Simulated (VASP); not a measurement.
Crystal: MnHg.

```
Mn Hg
1.0
     3.31500    0.00000    0.00000
     0.00000    3.31500    0.00000
     0.00000    0.00000    3.31500
Mn Hg
1 1
Direct
  0.50000 0.50000 0.50000
  0.00000 0.00000 0.00000
```

Base run:

```yaml
Program: VASP 6.6.1
Functional: PBE
Potentials_or_basis: VASP PAW PBE potentials, release 64 (Mn_pv, Hg)
Cutoff: 520 eV
k_mesh: 10 × 10 × 10
Occupations: fermi-dirac, width 0.1 eV
Spin: collinear spin, ferromagnetic start
Starting_moments: "[5.05, 0.0] μB"
Fixed_moment: 5.05 μB
```

Its results: pressure 11.1 GPa; site moments Mn +4.35; Hg +0.21 μB.

Task: The run is repeated on the same cell with these changes: fixed moment from 5.05 μB to 3.11 μB; moments at the start from [5.05, 0.0] to [3.11, 0.0]. What comes out?

Result: Pressure -4.4 GPa; site moments Mn +3.26; Hg -0.13 μB.

Caveats: the total moment is fixed, so each spin has its own Fermi level; the cell stands under pressure (at least some runs); the cell stands under tension (at least some runs).
